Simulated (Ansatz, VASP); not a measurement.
## One calculation of Sn, two programs

```
Sn
1.0
    -1.58196    1.62686    2.78529
     1.58196   -1.62686    2.78529
     1.58196    1.62686   -2.78529
Sn
1
Direct
  0.00000 0.00000 0.00000
```

Alike in both runs: task single point; functional PBEsol; dispersion D3(BJ); k mesh 22 × 22 × 22; occupations gaussian, width 0.15 eV; no spin polarisation.

|  | VASP | Ansatz |
| --- | --- | --- |
| version | VASP 6.6.1 | Ansatz 0.2.0 |
| potentials or method | VASP PAW PBE potentials, release 64 (Sn_d), cutoff 520 eV | scalar-relativistic, plane waves, PAW |
| valence electrons in the cell | 14 | 14 |

Ansatz gave:

```
gap on the k mesh at the Fermi level (eV)                     : none
pressure (GPa)                                                : -5.5
traceless stress, the component that is largest in VASP (GPa) : 1.60
```

**Question.** What did VASP give for the same quantities?

**Answer.** gap on the k mesh at the Fermi level (eV): none; pressure (GPa): -5.5; traceless stress, the component that is largest in VASP (GPa): 1.61.

VASP's potentials were made for PBE, not for PBEsol. A gap of «none» marks a metal or a gap that the smearing closes.
